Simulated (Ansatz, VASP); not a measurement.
Rb4Au3 in VASP and in Ansatz

Contents of INCAR:

```
SYSTEM = Rb4Au3
PREC = Accurate
ENCUT = 520
EDIFF = 1E-6
ISMEAR = 0
SIGMA = 0.1
LREAL = .FALSE.
LASPH = .TRUE.
NELM = 80
ALGO = Fast
ISIF = 2
LWAVE = .FALSE.
LCHARG = .TRUE.
GGA = PE
LELF = .TRUE.
LVHAR = .TRUE.
NBANDS = 44
```

File KPOINTS:

```
Automatic mesh
0
G
  4 4 4
  0 0 0
```

File POSCAR:

```
Rb4Au3
1.0
    7.0746100000      0.0000000000      0.0000000000
    0.0000000000      7.0746100000      0.0000000000
    0.0000000000      0.0000000000      7.0746100000
Rb Au
4 3
Direct
    0.5000000000      0.5000000000      0.5000000000
    0.5000000000      0.0000000000      0.0000000000
    0.0000000000      0.5000000000      0.0000000000
    0.0000000000      0.0000000000      0.5000000000
    0.5000000000      0.5000000000      0.0000000000
    0.0000000000      0.5000000000      0.5000000000
    0.5000000000      0.0000000000      0.5000000000
```

Input for Ansatz:

```yaml
crystal:
  lattice:
    - [7.07461, 0.0, 0.0]
    - [0.0, 7.07461, 0.0]
    - [0.0, 0.0, 7.07461]
  atoms:
    - { symbol: Rb, position: [0.5, 0.5, 0.5] }
    - { symbol: Rb, position: [0.5, 0.0, 0.0] }
    - { symbol: Rb, position: [0.0, 0.5, 0.0] }
    - { symbol: Rb, position: [0.0, 0.0, 0.5] }
    - { symbol: Au, position: [0.5, 0.5, 0.0] }
    - { symbol: Au, position: [0.0, 0.5, 0.5] }
    - { symbol: Au, position: [0.5, 0.0, 0.5] }
basis:
  ecutwfc: 420
kpoints:
  mp_grid: { grid: [4, 4, 4] }
hamiltonian:
  xc: pbe
scf:
  occupations: { method: gaussian, width: 0.1 }
  lower_state_search: "off"
output:
  forces: true
  stress: true
  eigenvalues: true
```

Change from the starting cell: relaxed end of: species swapped into the W3N4 type (Pm-3m, No. 221).

Alike in both runs: task single point; functional PBE; k mesh 4 × 4 × 4; occupations gaussian, width 0.1 eV; no spin polarisation.

|  | VASP | Ansatz |
| --- | --- | --- |
| version | VASP 6.6.1 | Ansatz 0.2.0 |
| potentials or method | VASP PAW PBE potentials, release 64 (Rb_sv, Au), cutoff 520 eV | scalar-relativistic, plane waves, PAW |
| valence electrons in the cell | 69 | 93 |

```tsv
	VASP	Ansatz	Ansatz less VASP
gap on the k mesh at the Fermi level (eV)	none	none	-
pressure (GPa)	0.0	0.0	+0.01
```

A gap of «none» marks a metal or a gap that the smearing closes. VASP's potentials hold 69 valence electrons a cell and Ansatz's 93, so a difference there can come from the potentials and not from the codes.

Neither program's run includes spin-orbit coupling.
